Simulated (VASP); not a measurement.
Here is a VASP 6.6.1 calculation.

File INCAR:

```
ALGO = Normal ; EDIFF = 1E-7
ENCUT = 520 ; GGA = PS
ISIF = 2 ; ISMEAR = -1
LASPH = True ; LCHARG = False
LREAL = False ; LWAVE = False
NBANDS = 10 ; NELM = 80
PREC = Accurate ; SIGMA = 0.05
```

File KPOINTS:

```
k-points
0
Gamma
  17 17 9
```

Contents of POSCAR:

```
Al
1.0
    2.4010505057      0.0000000000      0.0000000000
   -1.2005252529      2.0793707337      0.0000000000
    0.0000000000      0.0000000000      3.9199226688
Al
2
Direct
    0.3333333333      0.6666666667      0.2500000000
    0.6666666667      0.3333333333      0.7500000000
```

Potentials or basis: VASP PAW PBE potentials, release 64 (Al).

The run is started by

```sh
$ cat potpaw_PBE.64/Al/POTCAR > POTCAR
$ mpirun -np 1 vasp_std > vasp.out
```

Q: What does it give for the pressure?

A: 118.5 GPa.

Q: Predict the band gap on the k mesh.

A: Zero (band 3 reaches 18.68 eV, above the bottom of band 4 at 11.01 eV).

Caveat: the PAW data sets were made with another functional, which shifts forces and pressure a little.
